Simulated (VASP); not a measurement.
Set up this calculation in VASP 6.6.1, as the native input.

* Task: electric field gradients
* Functional: PBEsol
* Potentials or basis: VASP PAW PBE potentials, release 64 (Zn, S)
* Cutoff: 520 eV
* k mesh: 8 × 8 × 8
* Occupations: fermi-dirac, width 0.01 eV
* Spin: no spin polarisation
* Dipole correction: no
* Further INCAR settings: ALGO = Normal; EDIFF = 1e-08; NBANDS = 16

The structure of ZnS lies in POSCAR:

```
ZnS
1.0
   -0.0270465000      2.6911267500      2.6911267500
    2.6911267500     -0.0270465000      2.6911267500
    2.6911267500      2.6911267500     -0.0270465000
Zn S
1 1
Direct
    0.0000000000      0.0000000000      0.0000000000
    0.7500000000      0.7500000000      0.7500000000
```

This cell differs from its parent crystal: equal xy, yz and zx shear strains of -1 %.

One way to write it, as run:

INCAR

```
SYSTEM = ZnS
  PREC = Accurate
  ENCUT = 520
  EDIFF = 1E-8
  ISMEAR = -1
  SIGMA = 0.01
  LREAL = .False.
  LASPH = .True.
  NELM = 80
  ALGO = Normal
  ISIF = 2
  LWAVE = .False.
  LCHARG = .False.
  GGA = PS
  LEFG = .True.
  NBANDS = 16
```

KPOINTS

```
regular mesh
0
Gamma
  8 8 8
  0 0 0
```

Potentials or basis: VASP PAW PBE potentials, release 64 (Zn, S).

Run with:

```bash
$ cat potpaw_PBE.64/Zn/POTCAR potpaw_PBE.64/S/POTCAR > POTCAR
$ mpirun -np 1 vasp_std > vasp.out
```

Results of the run:

```
Pressure               : -2.0 GPa
Largest force          : 0.095 eV/Å
Band gap on the k mesh : 1.93 eV, direct
```

Caveat: the cell differs from its parent crystal (equal xy, yz and zx shear strains of -1 %); without QUAD_EFG the Cq values of the log hold for a quadrupole moment of 1 mb, not for the nuclei; the PAW data sets were made with another functional, which shifts forces and pressure a little.

Run time: 21 s on 1 thread of Intel(R) Xeon(R) 6975P-C (Granite Rapids) (shared host), peak memory 0.18 GiB.
